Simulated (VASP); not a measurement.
# Cd2C (P6mm) in VASP: a series of runs, part 2 of 2

VASP 6.6.1. Earlier steps stand in the parts before.

### Step 4. Single point, PBE, collinear spin

INCAR reads:

```
SYSTEM = Cd2C
PREC = Accurate ; ENCUT = 700
EDIFF = 1E-6 ; ISMEAR = 0
SIGMA = 0.1 ; LREAL = .False.
LASPH = .True. ; NELM = 200
ALGO = Normal ; ISIF = 2
LWAVE = .False. ; LCHARG = .False.
ISPIN = 2 ; MAGMOM = 0 0 1
LORBIT = 11 ; GGA = PE
NBANDS = 33 ; GGA_COMPAT = .False.
```

KPOINTS reads:

```
Automatic mesh
0
Gamma
  6 6 4
  0 0 0
```

POSCAR reads:

```
Cd2C
1.0
    3.8571599500      0.0000000000      0.0000000000
   -1.9285799800      3.3403985100      0.0000000000
    0.0000000000      0.0000000000      4.6583432900
Cd C
2 1
Direct
    0.3333333300      0.6666666700      0.0435316500
    0.6666666700      0.3333333300      0.0435316500
    0.0000000000      0.0000000000      0.7633385900
```

Potentials or basis: VASP PAW PBE potentials, release 64 (Cd_sv_GW, C).

Command:

```
$ cat potpaw_PBE.64/Cd_sv_GW/POTCAR potpaw_PBE.64/C/POTCAR > POTCAR
$ mpirun -np 1 vasp_std > vasp.out
```

OUTCAR:

```text
SYSTEM = Cd2C
   PREC = Accurate
   ENCUT = 700
   EDIFF = 1E-6
   ISMEAR = 0
   LREAL = .False.
   LASPH = .True.
   NELM = 200
   ISIF = 2
   ISPIN = 2
   LORBIT = 11
   GGA = PE

 ion  position               nearest neighbor table
   1  0.333  0.667  0.044-   2 2.23   2 2.23   2 2.23
   2  0.667  0.333  0.044-   1 2.23   1 2.23   1 2.23
   3  0.000  0.000  0.763-

  LATTYP: Found a hexagonal cell.
 ALAT       =     3.8571599500
 C/A-ratio  =     1.2077132788

  Lattice vectors:

 A1 = (   3.8571599500,   0.0000000000,   0.0000000000)
 A2 = (  -1.9285799800,   3.3403985100,   0.0000000000)
 A3 = (   0.0000000000,   0.0000000000,   4.6583432900)

Analysis of symmetry for initial positions (statically):
=====================================================================
 Subroutine PRICEL returns:
 Original cell was already a primitive cell.

 Routine SETGRP: Setting up the symmetry group for a
 hexagonal supercell.

 Subroutine GETGRP returns: Found 12 space group operations
 (whereof 12 operations were pure point group operations)
 out of a pool of 24 trial point group operations.

The static configuration has the point symmetry C_6v.

Analysis of symmetry for dynamics (positions and initial velocities):
=====================================================================
 Subroutine PRICEL returns:
 Original cell was already a primitive cell.

 Routine SETGRP: Setting up the symmetry group for a
 hexagonal supercell.

 Subroutine GETGRP returns: Found 12 space group operations
 (whereof 12 operations were pure point group operations)
 out of a pool of 24 trial point group operations.

The dynamic configuration has the point symmetry C_6v.

Analysis of structural, dynamic, and magnetic symmetry:
=====================================================================
 Subroutine PRICEL returns:
 Original cell was already a primitive cell.

[... 151 lines left out ...]

  energy without entropy =       -1.42406558  energy(sigma->0) =       -1.43018469

 E-fermi :   4.4626     XC(G=0): -10.0513

 val. band max:        4.4513627433   @ k =   0.1667  -0.0000   0.2500
 cond. band min:       4.4665939334   @ k =   0.3333   0.1667   0.5000
 fundamental gap:      0.0152311901
 Fermi energy:         4.4626492473

 spin component 1

 k-point     1 :       0.0000    0.0000    0.0000
  band No.  band energies     occupation
      1     -99.4658      1.00000
      2     -99.2857      1.00000
      3     -60.8525      1.00000
      4     -60.8525      1.00000
      5     -60.3702      1.00000
      6     -60.2263      1.00000
[... 745 lines left out ...]
     32      18.6513      0.00000
     33      18.6513      0.00000
 Fermi energy:         4.4626492473

 spin component 2

 k-point     1 :       0.0000    0.0000    0.0000
  band No.  band energies     occupation
      1     -99.4624      1.00000
      2     -99.2823      1.00000
      3     -60.8491      1.00000
      4     -60.8491      1.00000
      5     -60.3675      1.00000
      6     -60.2236      1.00000
[... 745 lines left out ...]
     32      18.6866      0.00000
     33      18.6866      0.00000

------------------------ aborting loop because EDIFF is reached ----------------------------------------

  FORCE on cell =-STRESS in cart. coord.  units (eV):
  Direction    XX          YY          ZZ          XY          YZ          ZX
  --------------------------------------------------------------------------------------
  -------------------------------------------------------------------------------------
  Total       22.7494117     22.7494118     -3.6804919     -0.0000000     -0.0000000     -0.0000000
  in kB      607.2721063    607.2721088    -98.2469390     -0.0000009     -0.0000000     -0.0000000
  external PRESSURE =     372.0990920 kB  Pullay stress =       0.0000000 kB

 VOLUME and BASIS-vectors are now :
 -----------------------------------------------------------------------------
  energy-cutoff  :      700.00
  volume of cell :       60.02
      direct lattice vectors                 reciprocal lattice vectors
     3.857159950  0.000000000  0.000000000     0.259258110  0.149682740  0.000000000
    -1.928579980  3.340398510  0.000000000     0.000000000  0.299365479  0.000000000
     0.000000000  0.000000000  4.658343290     0.000000000  0.000000000  0.214668593

 POSITION                                       TOTAL-FORCE (eV/Angst)
 -----------------------------------------------------------------------------------
     -0.00000      2.22693      0.20279         0.000000      0.000000     -0.846380
      1.92858      1.11347      0.20279        -0.000000     -0.000000     -0.846380
      0.00000      0.00000      3.55589         0.000000     -0.000000      1.692760
 -----------------------------------------------------------------------------------
    total drift:                               -0.000000     -0.000000      0.005198

  FREE ENERGIE OF THE ION-ELECTRON SYSTEM (eV)
  ---------------------------------------------------
  free  energy   TOTEN  =        -1.4363038016 eV

  energy  without entropy=       -1.4240655838  energy(sigma->0) =       -1.43018469

 total charge

# of ion       s       p       d       f       tot
--------------------------------------------------
    1        2.426   6.357   9.158   0.025  17.966
    2        2.426   6.357   9.158   0.025  17.966
    3        0.985   1.108   0.000   0.000   2.093
--------------------------------------------------
tot          5.837  13.822  18.317   0.049  38.025

 magnetization (x)

# of ion       s       p       d       f       tot
--------------------------------------------------
    1       -0.001   0.001   0.003   0.000   0.003
    2       -0.001   0.001   0.003   0.000   0.003
    3        0.003   0.056   0.000   0.000   0.059
--------------------------------------------------
tot          0.001   0.058   0.006   0.000   0.066
```

OSZICAR:

```text
N       E                     dE             d eps       ncg     rms          rms(c)
DAV:   1     0.120584299583E+04    0.12058E+04   -0.29026E+04  2876   0.217E+03
DAV:   2     0.120379793351E+03   -0.10855E+04   -0.98901E+03  2772   0.785E+02
DAV:   3     0.324498342115E+01   -0.11713E+03   -0.11477E+03  4437   0.334E+02
DAV:   4    -0.252310840992E+01   -0.57681E+01   -0.57545E+01  4080   0.965E+01
DAV:   5    -0.296088884358E+01   -0.43778E+00   -0.43773E+00  4216   0.228E+01    0.451E+01
DAV:   6    -0.167223181403E+01    0.12887E+01   -0.13235E+01  4791   0.359E+01    0.468E+01
DAV:   7    -0.146285866321E+01    0.20937E+00   -0.10376E+00  4647   0.955E+00    0.320E+01
DAV:   8    -0.144566387284E+01    0.17195E-01   -0.37458E-01  4023   0.634E+00    0.415E+00
DAV:   9    -0.143865174627E+01    0.70121E-02   -0.26261E-02  4359   0.170E+00    0.124E+00
DAV:  10    -0.143623345390E+01    0.24183E-02   -0.11531E-02  4440   0.106E+00    0.419E-01
DAV:  11    -0.143630436412E+01   -0.70910E-04   -0.14196E-03  4100   0.240E-01    0.161E-01
DAV:  12    -0.143628099993E+01    0.23364E-04   -0.23117E-04  4591   0.194E-01    0.392E-02
DAV:  13    -0.143629512869E+01   -0.14129E-04   -0.37929E-05  4174   0.425E-02    0.213E-02
DAV:  14    -0.143629898853E+01   -0.38598E-05   -0.81375E-06  3270   0.214E-02    0.186E-02
DAV:  15    -0.143630175994E+01   -0.27714E-05   -0.38618E-06  3006   0.165E-02    0.992E-03
DAV:  16    -0.143630325547E+01   -0.14955E-05   -0.28366E-06  2853   0.122E-02    0.474E-03
DAV:  17    -0.143630380161E+01   -0.54614E-06   -0.12877E-06  2012   0.102E-02
   1 F= -.14363038E+01 E0= -.14301847E+01  d E =-.122382E-01  mag=     0.1263
```

Run time: 5.4 min. Hardware: 1 thread of AMD EPYC 7R43 (Zen 3), shared host; peak memory 0.27 GiB.

Results:

| Item | Value |
| --- | --- |
| Free energy | -1.4363 eV |
| Pressure | 37.2 GPa |
| Largest force | 1.693 eV/Å |
| Net moment | 0.13 μB per cell |
| Site moments | Cd +0.00; C +0.06 μB |
| Valence electrons inside the program's atomic spheres | Cd 17.97; C 2.09 |

Forces on the atoms (eV/Å):
```
Cd   0.000  0.000 -0.846
Cd   0.000  0.000 -0.846
C    0.000  0.000  1.693
```

Stress tensor (GPa, compression positive):
```
60.73  0.00  0.00
 0.00 60.73  0.00
 0.00  0.00 -9.82
```

Levels at points of the mesh, in eV from the Fermi level:
Spin up:
```csv
k point,band 20,band 21,band 22,band 23,band 24,band 25
"(0.00, 0.00, 0.00)",-4.31,-0.80,0.36,0.36,2.94,5.88
"(0.50, 0.00, 0.00)",-5.00,-1.84,-1.41,0.99,1.01,5.49
"(0.00, 0.00, 0.50)",-5.58,0.40,0.40,0.96,2.01,6.33
"(0.50, 0.00, 0.50)",-4.61,-2.85,-1.15,-0.69,2.42,4.67
```
Spin down:
| k point | band 18 | band 19 | band 20 | band 21 | band 22 | band 23 | band 24 | band 25 | band 26 | band 27 |
| --- | --- | --- | --- | --- | --- | --- | --- | --- | --- | --- |
| (0.00, 0.00, 0.00) | -8.76 | -8.45 | -4.25 | -0.73 | 0.51 | 0.51 | 2.96 | 5.89 | 5.89 | 8.38 |
| (0.50, 0.00, 0.00) | -8.29 | -8.10 | -4.96 | -1.79 | -1.30 | 1.05 | 1.09 | 5.55 | 5.97 | 6.21 |
| (0.00, 0.00, 0.50) | -8.77 | -8.42 | -5.54 | 0.56 | 0.56 | 1.03 | 2.07 | 6.34 | 6.34 | 9.96 |
| (0.50, 0.00, 0.50) | -8.15 | -8.10 | -4.57 | -2.80 | -1.04 | -0.63 | 2.48 | 4.72 | 4.81 | 7.08 |

Caveat: the stress differs along the axes, from -10 to 61 GPa; a moment this small can come from the mesh or the smearing; forces of over 1 eV/Å act on the atoms, so gaps and moduli don't describe the material at rest.

### Step 5. Overview

```csv
spin,cell,gap on the mesh (eV),pressure (GPa),largest force (eV/Å)
off,"a = 3.857, b = 3.857, c = 4.658 Å, angles 90.0, 90.0, 120.0°, 3 atoms, atomic positions A",none,37.2,1.68
off,"a = 4.599, b = 4.599, c = 3.253 Å, angles 90.0, 90.0, 120.0°, 3 atoms, atomic positions B",none,-0.1,-
collinear,"a = 3.857, b = 3.857, c = 4.658 Å, angles 90.0, 90.0, 120.0°, 3 atoms, atomic positions A",none,37.2,1.69
```

Alike in all rows: task single point; level PBE; potentials or basis VASP PAW PBE potentials, release 64 (Cd_sv_GW, C); k mesh 6 × 6 × 4; cutoff (eV) 700; smearing gaussian 0.1 eV.

Caveats: some runs use coarse meshes; the stress differs along the axes, from -10 to 61 GPa (at least some runs); forces of over 1 eV/Å act on the atoms, so gaps and moduli don't describe the material at rest (at least some runs); a moment this small can come from the mesh or the smearing (at least some runs).

Total energies depend on the potentials used, so only differences within one code and one set of settings carry meaning.

The gap in the log of VASP goes by the Fermi energy; the results here count the filled bands.